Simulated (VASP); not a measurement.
# CaS (Fm-3m) in VASP: a series of runs

Aim: see how the results for CaS move with the level of theory and the settings. Levels: PBE, HSE06. Tasks: single point.

Everything below comes from runs of VASP 6.6.1. Logs are shortened: lines on timing, memory, paths and dates and some standing lists are left out, and cuts for length are marked.

## Step 1: The cell of the first run

It takes space group Fm-3m (No. 225, cubic). Conventional cell: a = 5.696 Å, b = 5.696 Å, c = 5.696 Å, α = 90.00°, β = 90.00°, γ = 90.00°. Within 3.8 Å of Ca (site symmetry m-3m) lie 6 S at 2.85 Å. S (site symmetry m-3m) has 6 Ca at 2.85 Å within 3.8 Å.

## Step 2: Single point, PBE

INCAR reads:

```
SYSTEM = CaS
PREC = Accurate ; ENCUT = 500
EDIFF = 1E-6 ; ISMEAR = 0
SIGMA = 0.01 ; LREAL = .False.
LASPH = .True. ; NELM = 120
ALGO = Normal ; ISIF = 2
LWAVE = .False. ; LCHARG = .False.
GGA = PE ; NBANDS = 15
GGA_COMPAT = .False.
```

KPOINTS reads:

```
regular mesh
0
Gamma
  6 6 6
  0 0 0
```

POSCAR reads:

```
CaS
1.0
    0.0000000000      2.8479451031      2.8479451031
    2.8479451031      0.0000000000      2.8479451031
    2.8479451031      2.8479451031      0.0000000000
Ca S
1 1
Direct
    0.0000000000      0.0000000000      0.0000000000
    0.5000000000      0.5000000000      0.5000000000
```

Potentials or basis: VASP PAW PBE potentials, release 64 (Ca_sv, S).

On the command line:

```bash
$ cat potpaw_PBE.64/Ca_sv/POTCAR potpaw_PBE.64/S/POTCAR > POTCAR
$ mpirun -np 1 vasp_std > vasp.out
```

OUTCAR:

```text
SYSTEM = CaS
   PREC = Accurate
   ENCUT = 500
   EDIFF = 1E-6
   ISMEAR = 0
   LREAL = .False.
   LASPH = .True.
   NELM = 120
   ISIF = 2
   GGA = PE

 ion  position               nearest neighbor table
   1  0.000  0.000  0.000-   2 2.85   2 2.85   2 2.85   2 2.85   2 2.85   2 2.85
   2  0.500  0.500  0.500-   1 2.85   1 2.85   1 2.85   1 2.85   1 2.85   1 2.85

  LATTYP: Found a face centered cubic cell.
 ALAT       =     5.6958902062

  Lattice vectors:

 A1 = (   0.0000000000,   2.8479451031,   2.8479451031)
 A2 = (   2.8479451031,   0.0000000000,   2.8479451031)
 A3 = (   2.8479451031,   2.8479451031,   0.0000000000)

Analysis of symmetry for initial positions (statically):
=====================================================================
 Subroutine PRICEL returns:
 Original cell was already a primitive cell.

 Routine SETGRP: Setting up the symmetry group for a
 face centered cubic supercell.

 Subroutine GETGRP returns: Found 48 space group operations
 (whereof 48 operations were pure point group operations)
 out of a pool of 48 trial point group operations.

The static configuration has the point symmetry O_h .

Analysis of symmetry for dynamics (positions and initial velocities):
=====================================================================
 Subroutine PRICEL returns:
 Original cell was already a primitive cell.

 Routine SETGRP: Setting up the symmetry group for a
 face centered cubic supercell.

 Subroutine GETGRP returns: Found 48 space group operations
 (whereof 48 operations were pure point group operations)
 out of a pool of 48 trial point group operations.

The dynamic configuration has the point symmetry O_h .

 Subroutine INISYM returns: Found 48 space group operations
 (whereof 48 operations are pure point group operations),
 and found     1 'primitive' translations

----------------------------------------------------------------------------------------

                                     Primitive cell

  volume of cell :      46.1982

  direct lattice vectors                    reciprocal lattice vectors
     0.000000000  2.847945103  2.847945103    -0.175565182  0.175565182  0.175565182
     2.847945103  0.000000000  2.847945103     0.175565182 -0.175565182  0.175565182
     2.847945103  2.847945103  0.000000000     0.175565182  0.175565182 -0.175565182

  length of vectors
     4.027602590  4.027602590  4.027602590     0.304087815  0.304087815  0.304087815

  position of ions in fractional coordinates (direct lattice)
     0.000000000  0.000000000  0.000000000
     0.500000000  0.500000000  0.500000000

  ion indices of the primitive-cell ions
   primitive index   ion index
                 1           1
                 2           2

----------------------------------------------------------------------------------------

 KPOINTS: regular mesh

Automatic generation of k-mesh.
 Grid dimensions read from file:
 generate k-points for:    6    6    6

 Generating k-lattice:

  Cartesian coordinates                     Fractional coordinates (reciprocal lattice)
    -0.029260864  0.029260864  0.029260864     0.166666667  0.000000000  0.000000000
     0.029260864 -0.029260864  0.029260864     0.000000000  0.166666667  0.000000000
     0.029260864  0.029260864 -0.029260864     0.000000000  0.000000000  0.166666667

  Length of vectors
     0.050681303  0.050681303  0.050681303

  Shift w.r.t. Gamma in fractional coordinates (k-lattice)
     0.000000000  0.000000000  0.000000000

 Subroutine IBZKPT returns following result:
 ===========================================

 Found     16 irreducible k-points:

 Following reciprocal coordinates:
            Coordinates               Weight
  0.000000  0.000000  0.000000      1.000000
  0.166667  0.000000  0.000000      8.000000
  0.333333  0.000000  0.000000      8.000000
  0.500000  0.000000  0.000000      4.000000
  0.166667  0.166667  0.000000      6.000000
  0.333333  0.166667  0.000000     24.000000
[... 8 lines left out ...]
 -0.333333  0.333333  0.166667     24.000000
 -0.333333  0.500000  0.166667     12.000000
   k-points           NKPTS =     16   k-points in BZ     NKDIM =     16   number of bands    NBANDS=     15
   number of dos      NEDOS =    301   number of ions     NIONS =      2
   total plane-waves  NPLWV =  27000
   dimension x,y,z NGX =    30 NGY =   30 NGZ =   30
   dimension x,y,z NGXF=    60 NGYF=   60 NGZF=   60
   ions per type =               1   1
   NGX,Y,Z   is equivalent  to a cutoff of  12.38, 12.38, 12.38 a.u.
   NGXF,Y,Z  is equivalent  to a cutoff of  24.77, 24.77, 24.77 a.u.
 SYSTEM =  CaS
   PREC   = accura    normal or accurate (medium, high low for compatibility)
   ISTART =      0    job   : 0-new  1-cont  2-samecut
   ICHARG =      2    charge: 1-file 2-atom 10-const
   ISPIN  =      1    spin polarized calculation?
   LNONCOLLINEAR =      F non collinear calculations
   LSORBIT =      F    spin-orbit coupling
   LASPH  =      T    aspherical Exc in radial PAW
   ENCUT  =  500.0 eV  36.75 Ry    6.06 a.u.   7.34  7.34  7.34*2*pi/ulx,y,z
   NELM   =    120;   NELMIN=  2; NELMDL= -5     # of ELM steps
   EDIFF  = 0.1E-05   stopping-criterion for ELM
   LREAL  =      F    real-space projection
   EDIFFG = 0.1E-04   stopping-criterion for IOM
   NSW    =      0    number of steps for IOM
   IBRION =     -1    ionic relax: 0-MD 1-quasi-New 2-CG
   NFREE  =      0    steps in history (QN), initial steepest desc. (CG)
   ISIF   =      2    stress and relaxation
   ISYM   =      2    0-nonsym 1-usesym 2-fastsym
   POTIM  = 0.5000    time-step for ionic-motion
   TEBEG  =    0.0;   TEEND  =   0.0 temperature during run
   PSTRESS=    0.0 pullay stress
   NELECT =      16.0000    total number of electrons
   NUPDOWN=      -1.0000    fix difference up-down
   EMIN   =  10.00;   EMAX   =-10.00  energy-range for DOS
   EFERMI =   0.00;   METHOD = LEGACY
   ISMEAR =     0;   SIGMA  =   0.01  broadening in eV -4-tet -1-fermi 0-gaus
   EFERMI_NEDOS =   21; number of points for ismear=-14 and -15
   IALGO  =     38    algorithm
   IMIX   =      4    mixing-type and parameters
     AMIX     =   0.40;   BMIX     =  1.00
     AMIX_MAG =   1.60;   BMIX_MAG =  1.00
  volume/ion in A,a.u.               =      23.10       155.88
  Fermi-wavevector in a.u.,A,eV,Ry     =   1.149670  2.172561 17.983381  1.321741
  Thomas-Fermi vector in A             =   2.286338
   LORBIT       =      0    0 simple, 1 ext, 2 COOP (PROOUT), +10 PAW based schemes
   GGA     = PE    functional components
   LHFCALC =     F    Hartree Fock is set to
   AEXX    =    0.0000 exact exchange contribution
   IVDW    =     0    specifies the selected vdW correction
   LEPSILON=     F    determine dielectric tensor
   LRPA    =     F    only Hartree local field effects (RPA)
 non-spin polarized calculation
 Gauss-broadening in eV      SIGMA  =   0.01
  energy-cutoff  :      500.00
  volume of cell :       46.20
 maximum number of plane-waves:      1211
 NGX is ok and might be reduce to    30
   NGX = 15   NGY = 15   NGZ = 15

 number of electron      16.0000004 magnetization

 Free energy of the ion-electron system (eV)
  ---------------------------------------------------
  ext. energy  EPLUGINS =         0.00000000
  ---------------------------------------------------
  free energy    TOTEN  =       -10.36328067 eV

  energy without entropy =      -10.36328067  energy(sigma->0) =      -10.36328067

 E-fermi :   2.7901     XC(G=0):  -9.3131

 val. band max:        2.7252719413   @ k =   0.0000   0.0000   0.0000
 cond. band min:       5.0829725108   @ k =   0.5000   0.5000   0.0000
 fundamental gap:      2.3577005695
 Fermi energy:         2.7900978226

 k-point     1 :       0.0000    0.0000    0.0000
  band No.  band energies     occupation
      1     -36.4747      2.00000
      2     -17.4546      2.00000
      3     -17.4546      2.00000
      4     -17.4546      2.00000
      5      -8.5990      2.00000
      6       2.7253      2.00000
      7       2.7253      2.00000
      8       2.7253      2.00000
      9       6.8695      0.00000
     10       6.8895      0.00000
     11       6.8895      0.00000
     12       6.8895      0.00000
     13       7.4828      0.00000
     14       7.4828      0.00000
     15      13.5894      0.00000

 k-point     2 :       0.1667    0.0000    0.0000
  band No.  band energies     occupation
      1     -36.4719      2.00000
      2     -17.4973      2.00000
      3     -17.4579      2.00000
      4     -17.4579      2.00000
      5      -8.4135      2.00000
      6       1.6829      2.00000
      7       2.3585      2.00000
      8       2.3585      2.00000
      9       6.8991      0.00000
     10       7.2782      0.00000
     11       7.2782      0.00000
     12       8.0974      0.00000
     13       8.1824      0.00000
     14       8.1824      0.00000
     15      13.5936      0.00000

 k-point     3 :       0.3333    0.0000    0.0000
  band No.  band energies     occupation
      1     -36.4662      2.00000
      2     -17.5804      2.00000
      3     -17.4645      2.00000
      4     -17.4645      2.00000
      5      -8.0113      2.00000
      6       0.2380      2.00000
      7       1.7984      2.00000
      8       1.7984      2.00000
      9       7.2623      0.00000
     10       8.2063      0.00000
     11       8.2063      0.00000
     12       9.3896      0.00000
     13       9.6913      0.00000
     14       9.6913      0.00000
     15      12.9580      0.00000
[... 199 lines left out ...]
 k-point    15 :      -0.3333    0.3333    0.1667
  band No.  band energies     occupation
      1     -36.4607      2.00000
      2     -17.5708      2.00000
      3     -17.5220      2.00000
      4     -17.4912      2.00000
      5      -7.8417      2.00000
      6       0.4044      2.00000
      7       1.0831      2.00000
      8       1.4854      2.00000
      9       7.6227      0.00000
     10       7.7463      0.00000
     11       9.2093      0.00000
     12       9.3399      0.00000
     13       9.3829      0.00000
     14      11.3899      0.00000
     15      12.0381      0.00000

 k-point    16 :      -0.3333    0.5000    0.1667
  band No.  band energies     occupation
      1     -36.4598      2.00000
      2     -17.5583      2.00000
      3     -17.5215      2.00000
      4     -17.5106      2.00000
      5      -7.8890      2.00000
      6       0.6687      2.00000
      7       1.3229      2.00000
      8       1.3447      2.00000
      9       6.3974      0.00000
     10       8.6264      0.00000
     11       8.6317      0.00000
     12       9.2514      0.00000
     13       9.5176      0.00000
     14      10.5689      0.00000
     15      12.7175      0.00000

------------------------ aborting loop because EDIFF is reached ----------------------------------------

  FORCE on cell =-STRESS in cart. coord.  units (eV):
  Direction    XX          YY          ZZ          XY          YZ          ZX
  --------------------------------------------------------------------------------------
  -------------------------------------------------------------------------------------
  Total        0.1846033      0.1846033      0.1846033      0.0000000      0.0000000     -0.0000000
  in kB        6.4021420      6.4021420      6.4021420      0.0000000      0.0000000     -0.0000000
  external PRESSURE =       6.4021420 kB  Pullay stress =       0.0000000 kB

 VOLUME and BASIS-vectors are now :
 -----------------------------------------------------------------------------
  energy-cutoff  :      500.00
  volume of cell :       46.20
      direct lattice vectors                 reciprocal lattice vectors
     0.000000000  2.847945103  2.847945103    -0.175565182  0.175565182  0.175565182
     2.847945103  0.000000000  2.847945103     0.175565182 -0.175565182  0.175565182
     2.847945103  2.847945103  0.000000000     0.175565182  0.175565182 -0.175565182

 POSITION                                       TOTAL-FORCE (eV/Angst)
 -----------------------------------------------------------------------------------
      0.00000      0.00000      0.00000        -0.000000     -0.000000     -0.000000
      2.84795      2.84795      2.84795         0.000000      0.000000      0.000000
 -----------------------------------------------------------------------------------
    total drift:                               -0.000000      0.000000      0.000000

  FREE ENERGIE OF THE ION-ELECTRON SYSTEM (eV)
  ---------------------------------------------------
  free  energy   TOTEN  =       -10.3632806704 eV

  energy  without entropy=      -10.3632806704  energy(sigma->0) =      -10.36328067
```

It took 8.6 s on 1 thread of AMD EPYC 7R13 (Zen 3), shared host; peak memory 0.13 GiB.

Results:

* Free energy: -10.3633 eV
* Pressure: 0.6 GPa
* Band gap on the k mesh: 2.36 eV (least direct gap 3.16 eV)

## Step 3: Single point, HSE06

POSCAR is that of step 2.

INCAR.step1 reads:

```
PREC     = Accurate       # precision mode
ENCUT    = 400            # plane-wave cutoff, eV
EDIFF    = 1E-5           # SCF threshold, eV
ISMEAR   = 0              # smearing method
SIGMA    = 0.01           # smearing width, eV
LREAL    = False          # projectors in reciprocal space
LASPH    = True           # aspherical terms in the spheres
NELM     = 120            # most SCF steps
ALGO     = Normal         # electronic algorithm
ISIF     = 2              # what is computed and relaxed
LWAVE    = True           # write WAVECAR
LCHARG   = False          # write CHGCAR
NBANDS   = 15             # bands
GGA      = PE             # functional
GGA_COMPAT= False
```

INCAR.step2 reads:

```
PREC     = Accurate       # precision mode
ENCUT    = 400            # plane-wave cutoff, eV
EDIFF    = 1E-6           # SCF threshold, eV
ISMEAR   = 0              # smearing method
SIGMA    = 0.01           # smearing width, eV
LREAL    = False          # projectors in reciprocal space
LASPH    = True           # aspherical terms in the spheres
NELM     = 120            # most SCF steps
ALGO     = Normal         # electronic algorithm
ISIF     = 2              # what is computed and relaxed
LWAVE    = False          # write WAVECAR
LCHARG   = False          # write CHGCAR
GGA      = PE             # functional
LHFCALC  = True           # exact exchange
HFSCREEN = 0.2079         # screening, 1/A
PRECFOCK = Normal       
NBANDS   = 15             # bands
ISTART   = 1            
GGA_COMPAT= False
```

KPOINTS reads:

```
Automatic mesh
0
Gamma
  6 6 6
```

Potentials or basis: VASP PAW PBE potentials, release 64 (Ca_sv, S).

On the command line:

```bash
$ cat potpaw_PBE.64/Ca_sv/POTCAR potpaw_PBE.64/S/POTCAR > POTCAR
$ cp INCAR.step1 INCAR
$ mpirun -np 1 vasp_std > vasp.out
$ cp INCAR.step2 INCAR
$ mpirun -np 1 vasp_std > vasp.out
```

Wall time 18 min (1 thread of AMD EPYC 7R13 (Zen 3), shared host); peak memory 0.23 GiB.

The run converged. Its results:

- Free energy: -11.6587 eV
- Pressure: 0.3 GPa
- Band gap on the k mesh: 3.40 eV (least direct gap 4.31 eV)

Levels at points of the mesh, in eV from the valence-band top:
| k point | band 6 | band 7 | band 8 | band 9 | band 10 | band 11 |
| --- | --- | --- | --- | --- | --- | --- |
| (0.00, 0.00, 0.00) | 0.00 | 0.00 | 0.00 | 5.17 | 5.48 | 5.48 |
| (0.50, 0.00, 0.00) | -3.38 | -1.22 | -1.22 | 6.18 | 7.66 | 7.90 |
| (0.50, 0.50, 0.00) | -2.54 | -0.91 | -0.91 | 3.40 | 7.11 | 7.15 |

Caveat: the PAW data sets were made with another functional, which shifts forces and pressure a little. A k mesh can miss the band edges.
